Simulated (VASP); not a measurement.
## Bi2Se3: single point with LDA

The system is Bi2Se3.

```
Bi Se
1.0
     2.09876    1.21172    9.67094
    -2.09876    1.21172    9.67094
     0.00000   -2.42344    9.67094
Bi Se
2 3
Cartesian
  0.0000 0.0000 17.3845
  0.0000 0.0000 11.6283
  0.0000 0.0000 22.8708
  0.0000 0.0000 6.1420
  0.0000 0.0000 0.0000
```

- Program: VASP 6.6.1
- Task: single point
- Functional: LDA
- Potentials or basis: VASP PAW LDA potentials, release 64 (Bi_d, Se)
- Cutoff: 520 eV
- k mesh: 8 × 8 × 8
- Occupations: fermi-dirac, width 0.05 eV
- Spin: no spin polarisation
- Dipole correction: no
- Further INCAR settings: ALGO = Normal; EDIFF = 1e-06; NBANDS = 32

The pressure is -3.8 GPa and the largest force is 0.265 eV/Å. The band gap on the k mesh is 0.12 eV.

Forces in eV/Å, atoms in the order of the input:
```
Bi   0.000  0.000  0.023
Bi   0.000  0.000 -0.023
Se   0.000  0.000 -0.265
Se   0.000  0.000  0.265
Se   0.000  0.000  0.000
```

Levels at points of the mesh, in eV from the valence-band top:
```csv
k point,band 21,band 22,band 23,band 24,band 25,band 26,band 27,band 28
"(0.00, 0.00, 0.00)",-1.73,-1.08,-1.08,0.00,0.12,1.36,1.36,2.04
"(0.50, 0.00, 0.00)",-2.84,-2.01,-1.10,-0.52,0.77,1.87,2.88,3.02
"(0.50, 0.50, 0.00)",-1.82,-1.77,-1.49,-0.94,1.29,1.90,2.50,2.84
"(0.50, 0.50, 0.50)",-1.51,-1.24,-1.24,-0.47,0.59,1.65,1.65,1.93
```

Wall time 16 min on 1 thread of AMD EPYC 9R45 96-Core Processor (Zen 5), on a shared host, peak memory 0.77 GiB.

Caveat: the cell stands under tension; spin-orbit coupling is left out, which moves the levels of the heavy elements. A k mesh can miss the band edges.
